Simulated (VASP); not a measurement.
C:

```xyz
4
Lattice="2.4700 0.0000 0.0000 -1.2350 2.1391 0.0000 0.0000 0.0000 6.7900" Properties=species:S:1:pos:R:3 pbc="T T T"
C     0.0000    0.0000    0.0000
C     0.0000    0.0000    3.3950
C     0.0000    1.4261    0.0340
C     1.2350    0.7130    3.4289
```

Base run:

| Property | Result |
| --- | --- |
| Program | VASP 6.6.1 |
| Functional | PBE |
| Potentials or basis | VASP PAW PBE potentials, release 64 (C) |
| Cutoff | 600 eV |
| k mesh | 8 × 8 × 3 |
| Occupations | fermi-dirac, width 0.1 eV |
| Spin | no spin polarisation |

Its results: band gap on the k mesh 1.72 eV, indirect (least direct gap 1.75 eV); pressure -0.4 GPa; largest force 0.568 eV/Å.

**Question.** The run is repeated on the same cell with these changes: k mesh from 8 × 8 × 3 to 10 × 10 × 4. What comes out?

**Answer.** Band gap on the k mesh 1.26 eV, direct; pressure -0.4 GPa; largest force 0.568 eV/Å.

Caveats: this functional lacks dispersion, which binds the layers, so the pressure and a relaxed spacing across them are unreliable.

A k mesh can miss the band edges.
